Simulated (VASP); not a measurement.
# Hf (P6_3/mmc) in VASP: notebook, part 2 of 2

VASP 6.6.1. The steps go on from the part before.

### 5 Single point, LDA

This run uses another cell than the first one, of 23.72 Å³/atom, 1.104 times its volume.

Input file INCAR:

```
PREC = Accurate
ENCUT = 520
EDIFF = 1E-7
ISMEAR = -1
SIGMA = 0.05
LREAL = False
LASPH = True
NELM = 60
ALGO = Normal
ISIF = 2
LWAVE = False
LCHARG = False
NBANDS = 17
```

Input file KPOINTS:

```
regular mesh
0
Gamma
  10 10 5
```

Input file POSCAR:

```
Hf
1.0
    3.2593963094      0.0000000000      0.0000000000
   -1.6296981547      2.8227200050      0.0000000000
    0.0000000000      0.0000000000      5.1569977332
Hf
2
Direct
    0.6666666667      0.3333333333      0.7500000000
    0.3333333333      0.6666666667      0.2500000000
```

Potentials or basis: VASP PAW LDA potentials, release 64 (Hf_pv).

The run is started by

```
cat potpaw_LDA.64/Hf_pv/POTCAR > POTCAR
mpirun -np 1 vasp_std > vasp.out
```

OUTCAR:

```text
PREC = Accurate
   ENCUT = 520
   EDIFF = 1E-7
   ISMEAR = -1
   LREAL = False
   LASPH = True
   NELM = 60
   ISIF = 2

 ion  position               nearest neighbor table
   1  0.667  0.333  0.750-   2 3.19   2 3.19   2 3.19   2 3.19   2 3.19   2 3.19
   2  0.333  0.667  0.250-   1 3.19   1 3.19   1 3.19   1 3.19   1 3.19   1 3.19

  LATTYP: Found a hexagonal cell.
 ALAT       =     3.2593963094
 C/A-ratio  =     1.5821941377

  Lattice vectors:

 A1 = (   3.2593963094,   0.0000000000,   0.0000000000)
 A2 = (  -1.6296981547,   2.8227200050,   0.0000000000)
 A3 = (   0.0000000000,   0.0000000000,   5.1569977332)

Analysis of symmetry for initial positions (statically):
=====================================================================
 Subroutine PRICEL returns:
 Original cell was already a primitive cell.

 Routine SETGRP: Setting up the symmetry group for a
 hexagonal supercell.

 Subroutine GETGRP returns: Found 24 space group operations
 (whereof 12 operations were pure point group operations)
 out of a pool of 24 trial point group operations.

The static configuration has the point symmetry D_3d.
 The point group associated with its full space group is D_6h.

Analysis of symmetry for dynamics (positions and initial velocities):
=====================================================================
 Subroutine PRICEL returns:
 Original cell was already a primitive cell.

 Routine SETGRP: Setting up the symmetry group for a
 hexagonal supercell.

 Subroutine GETGRP returns: Found 24 space group operations
 (whereof 12 operations were pure point group operations)
 out of a pool of 24 trial point group operations.

The dynamic configuration has the point symmetry D_3d.
 The point group associated with its full space group is D_6h.

 Subroutine INISYM returns: Found 24 space group operations
 (whereof 12 operations are pure point group operations),
[... 104 lines left out ...]
   POTIM  = 0.5000    time-step for ionic-motion
   TEBEG  =    0.0;   TEEND  =   0.0 temperature during run
   PSTRESS=    0.0 pullay stress
   NELECT =      20.0000    total number of electrons
   NUPDOWN=      -1.0000    fix difference up-down
   EMIN   =  10.00;   EMAX   =-10.00  energy-range for DOS
   EFERMI =   0.00;   METHOD = LEGACY
   ISMEAR =    -1;   SIGMA  =   0.05  broadening in eV -4-tet -1-fermi 0-gaus
   EFERMI_NEDOS =   21; number of points for ismear=-14 and -15
   IALGO  =     38    algorithm
   IMIX   =      4    mixing-type and parameters
     AMIX     =   0.40;   BMIX     =  1.00
     AMIX_MAG =   1.60;   BMIX_MAG =  1.00
  volume/ion in A,a.u.               =      23.72       160.09
  Fermi-wavevector in a.u.,A,eV,Ry     =   1.227489  2.319617 20.500288  1.506729
  Thomas-Fermi vector in A             =   2.362450
   LORBIT       =      0    0 simple, 1 ext, 2 COOP (PROOUT), +10 PAW based schemes
   GGA     = CA    functional components
   LHFCALC =     F    Hartree Fock is set to
   AEXX    =    0.0000 exact exchange contribution
   IVDW    =     0    specifies the selected vdW correction
   LEPSILON=     F    determine dielectric tensor
   LRPA    =     F    only Hartree local field effects (RPA)
 non-spin polarized calculation
  energy-cutoff  :      520.00
  volume of cell :       47.45
 maximum number of plane-waves:      1296
   NGX = 13   NGY = 13   NGZ = 19

 number of electron      19.9999999 magnetization

 Free energy of the ion-electron system (eV)
  ---------------------------------------------------
  ext. energy  EPLUGINS =         0.00000000
  ---------------------------------------------------
  free energy    TOTEN  =       -21.14726916 eV

  energy without entropy =      -21.13450326  energy(sigma->0) =      -21.14088621

 E-fermi :   4.3765     XC(G=0): -11.2071

 val. band max:        4.3593390236   @ k =   0.0000   0.0000   0.4000
 cond. band min:       4.3799993482   @ k =   0.1000   0.1000   0.4000
 fundamental gap:      0.0206603246
 Fermi energy:         4.3764718774

 k-point     1 :       0.0000    0.0000    0.0000
  band No.  band energies     occupation
      1     -26.6071      2.00000
      2     -25.9798      2.00000
      3     -25.9798      2.00000
      4     -25.8805      2.00000
      5     -25.8710      2.00000
      6     -25.8710      2.00000
[... 457 lines left out ...]
      4     -26.1212      2.00000
      5     -26.0448      2.00000
      6     -25.9821      2.00000
[... 9 lines left out ...]
     16       9.8562      0.00000
     17      10.5905      0.00000

 [... further k-points ...]
[... 5 lines left out ...]
  --------------------------------------------------------------------------------------
  -------------------------------------------------------------------------------------
  Total       -3.6764219     -3.6764219     -3.8942560      0.0000000      0.0000000     -0.0000000
  in kB     -124.1463674   -124.1463674   -131.5022472      0.0000000      0.0000000     -0.0000000
  external PRESSURE =    -126.5983273 kB  Pullay stress =       0.0000000 kB

 VOLUME and BASIS-vectors are now :
 -----------------------------------------------------------------------------
  energy-cutoff  :      520.00
  volume of cell :       47.45
      direct lattice vectors                 reciprocal lattice vectors
     3.259396309  0.000000000  0.000000000     0.306805281  0.177134111  0.000000000
    -1.629698155  2.822720005  0.000000000     0.000000000  0.354268223  0.000000000
     0.000000000  0.000000000  5.156997733     0.000000000  0.000000000  0.193911274

 POSITION                                       TOTAL-FORCE (eV/Angst)
 -----------------------------------------------------------------------------------
      1.62970      0.94091      3.86775         0.000000      0.000000      0.000000
     -0.00000      1.88181      1.28925        -0.000000     -0.000000      0.000000
 -----------------------------------------------------------------------------------
    total drift:                                0.000000     -0.000000      0.000000

  FREE ENERGIE OF THE ION-ELECTRON SYSTEM (eV)
  ---------------------------------------------------
  free  energy   TOTEN  =       -21.1472691620 eV

  energy  without entropy=      -21.1345032645  energy(sigma->0) =      -21.14088621
```

OSZICAR:

```text
N       E                     dE             d eps       ncg     rms          rms(c)
DAV:   1     0.476093043328E+02    0.47609E+02   -0.11339E+04  1436   0.111E+03
DAV:   2    -0.201874168472E+02   -0.67797E+02   -0.66080E+02  1845   0.243E+02
DAV:   3    -0.219970419591E+02   -0.18096E+01   -0.17924E+01  1919   0.264E+01
DAV:   4    -0.220124574289E+02   -0.15415E-01   -0.15407E-01  1777   0.290E+00
DAV:   5    -0.220126345420E+02   -0.17711E-03   -0.17705E-03  1888   0.275E-01    0.623E+01
DAV:   6    -0.213704457207E+02    0.64219E+00   -0.61507E-01  1723   0.464E+00    0.361E+01
DAV:   7    -0.211578929000E+02    0.21255E+00   -0.90751E-01  1782   0.540E+00    0.184E+00
DAV:   8    -0.211471659230E+02    0.10727E-01   -0.51241E-02  1676   0.145E+00    0.899E-02
DAV:   9    -0.211472790989E+02   -0.11318E-03   -0.11629E-03  1988   0.237E-01    0.164E-01
DAV:  10    -0.211472726838E+02    0.64151E-05   -0.61947E-05  1634   0.510E-02    0.173E-01
DAV:  11    -0.211472691839E+02    0.34999E-05   -0.51246E-06  1983   0.141E-02    0.105E-02
DAV:  12    -0.211472691620E+02    0.21885E-07   -0.32264E-07  1637   0.369E-03
   1 F= -.21147269E+02 E0= -.21140886E+02  d E =-.127659E-01
```

Run time: 19 s. Hardware: 1 thread of Intel Xeon Platinum 8259CL at 2.50GHz (Skylake/Cascade Lake), shared host; peak memory 0.16 GiB.

What came out:

* Free energy: -21.1473 eV
* Pressure: -12.7 GPa
* Band gap on the k mesh: zero (band 10 reaches 5.47 eV, above the bottom of band 11 at 4.08 eV)

Levels at points of the mesh, in eV from the Fermi level:
```
           k point  band 8  band 9  band 10  band 11  band 12  band 13
(0.00, 0.00, 0.00)   -3.52    0.61     1.10     1.10     1.35     1.84
(0.50, 0.00, 0.00)   -2.54   -2.05    -0.78     0.73     0.80     1.55
```

Caveat: spin-orbit coupling is left out, which moves the levels of the heavy elements.

### 6 Single point, r2SCAN

This run uses another cell than the first one, of 21.04 Å³/atom, 0.979 times its volume.

Input file POSCAR:

```
Hf
1.0
    3.1314429137      0.0000000000      0.0000000000
   -1.5657214569      2.7119091138      0.0000000000
    0.0000000000      0.0000000000      4.9545506207
Hf
2
Direct
    0.6666666667      0.3333333333      0.7500000000
    0.3333333333      0.6666666667      0.2500000000
```

Input file INCAR.step1:

```
  PREC = Accurate
  ENCUT = 520
  ISMEAR = -1
  SIGMA = 0.05
  LREAL = False
  LASPH = True
  NELM = 60
  NBANDS = 17
  GGA = PE
  ALGO = Normal
  EDIFF = 1E-4
  LWAVE = True
  LCHARG = False
```

Input file INCAR.step2:

```
  PREC = Accurate
  ENCUT = 520
  EDIFF = 1E-7
  ISMEAR = -1
  SIGMA = 0.05
  LREAL = False
  LASPH = True
  NELM = 60
  ALGO = Normal
  ISIF = 2
  LWAVE = False
  LCHARG = False
  METAGGA = R2SCAN
  LMIXTAU = True
  NBANDS = 17
  ISTART = 1
```

KPOINTS is that of step 5.

Potentials or basis: VASP PAW PBE potentials, release 64 (Hf_pv).

The run is started by

```
cat potpaw_PBE.64/Hf_pv/POTCAR > POTCAR
cp INCAR.step1 INCAR
mpirun -np 1 vasp_std > vasp.out
cp INCAR.step2 INCAR
mpirun -np 1 vasp_std > vasp.out
```

Run time: 1.7 min. Hardware: 1 thread of Intel Xeon Platinum 8259CL at 2.50GHz (Skylake/Cascade Lake), shared host; peak memory 0.18 GiB.

Results (log left out):

- Free energy: -90.2571 eV
- Pressure: 6.6 GPa
- Band gap on the k mesh: zero (band 10 reaches 6.61 eV, above the bottom of band 11 at 4.90 eV)

Stress tensor (GPa, compression positive):
```
6.90 0.00 0.00
0.00 6.90 0.00
0.00 0.00 5.96
```

Levels at points of the mesh, in eV from the Fermi level:
```tsv
k point	band 6	band 7	band 8	band 9	band 10	band 11	band 12	band 13	band 14	band 15
(0.00, 0.00, 0.00)	-31.09	-7.93	-4.02	0.67	1.37	1.37	1.70	2.32	2.32	3.09
(0.50, 0.00, 0.00)	-31.20	-3.57	-3.06	-2.51	-0.88	0.99	1.03	1.97	6.66	7.21
```

Caveat: the PAW data sets were made with another functional, which shifts forces and pressure a little; spin-orbit coupling is left out, which moves the levels of the heavy elements.

### 7 Summary

```tsv
level	potentials or basis	cell	gap on the mesh (eV)	pressure (GPa)
LDA	VASP PAW LDA potentials, release 64 (Hf_pv)	a = 3.153, b = 3.153, c = 4.989 Å, angles 90.0, 90.0, 120.0°, 2 atoms	none	-3.7
PBE	VASP PAW PBE potentials, release 64 (Hf_pv)	a = 3.175, b = 3.175, c = 5.024 Å, angles 90.0, 90.0, 120.0°, 2 atoms	none	2.4
LDA	VASP PAW LDA potentials, release 64 (Hf_pv)	a = 3.239, b = 3.239, c = 5.124 Å, angles 90.0, 90.0, 120.0°, 2 atoms	none	-11.2
LDA	VASP PAW LDA potentials, release 64 (Hf_pv)	a = 3.259, b = 3.259, c = 5.157 Å, angles 90.0, 90.0, 120.0°, 2 atoms	none	-12.7
r2SCAN	VASP PAW PBE potentials, release 64 (Hf_pv)	a = 3.131, b = 3.131, c = 4.955 Å, angles 90.0, 90.0, 120.0°, 2 atoms	none	6.6
```

Alike in all rows: task single point; no spin polarisation; k mesh 10 × 10 × 5; cutoff (eV) 520; smearing fermi-dirac 0.05 eV.

Caveats: spin-orbit coupling is left out, which moves the levels of the heavy elements; the PAW data sets were made with another functional, which shifts forces and pressure a little (some runs).

Absolute energies hang on the potentials; compare differences alone.
